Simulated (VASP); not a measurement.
Here is a VASP 6.6.1 calculation.

INCAR

```
SYSTEM = CsNi2
  PREC = Accurate
  ENCUT = 520
  EDIFF = 1E-7
  ISMEAR = 0
  SIGMA = 0.1
  LREAL = .False.
  LASPH = .True.
  NELM = 80
  ALGO = Fast
  ISIF = 2
  LWAVE = .False.
  LCHARG = .False.
  GGA = PE
  NBANDS = 38
```

The input KPOINTS:

```
regular mesh
0
Gamma
  4 4 4
  0 0 0
```

POSCAR

```
CsNi2
1.0
    3.3448302293      0.0000000000      0.0000000000
    0.0000000000     12.1822274999      0.0000000000
    0.0000000000      0.0000000000      3.3444921318
Cs Ni
2 4
Direct
    0.0000000000      0.0000000000      0.0000000000
    0.5000000000      0.5000000000      0.5000000000
   -0.0000955123      0.2678258254      0.0000000000
    1.0000955123      0.7321741746      0.0000000000
    0.4999044877      0.2321741746      0.5000000000
    0.5000955123      0.7678258254      0.5000000000
```

Potentials or basis: VASP PAW PBE potentials, release 64 (Cs_sv, Ni).

Run with:

```console
$ cat potpaw_PBE.64/Cs_sv/POTCAR potpaw_PBE.64/Ni/POTCAR > POTCAR
$ mpirun -np 1 vasp_std > vasp.out
```

Problem. Predict the band gap on the k mesh.

Solution. Zero (bands 29 and 30 overlap by 0.75 eV).

Problem. Estimate the pressure.

Solution. 0.2 GPa.

Problem. Estimate the largest force.

Solution. 0.043 eV/Å.

Forces in eV/Å, atoms in the order of the input:
```
Cs   0.000  0.000  0.000
Cs   0.000  0.000  0.000
Ni   0.000  0.043  0.000
Ni   0.000 -0.043  0.000
Ni   0.000 -0.043  0.000
Ni   0.000  0.043  0.000
```

Caveat: the k points lie up to 0.47 Å⁻¹ apart, too coarse for converged energies and pressures of a metal; spin-orbit coupling is left out, which moves the levels of the heavy elements. Spin polarisation is off, so any magnetic state and its effect on volume and gap are missing.
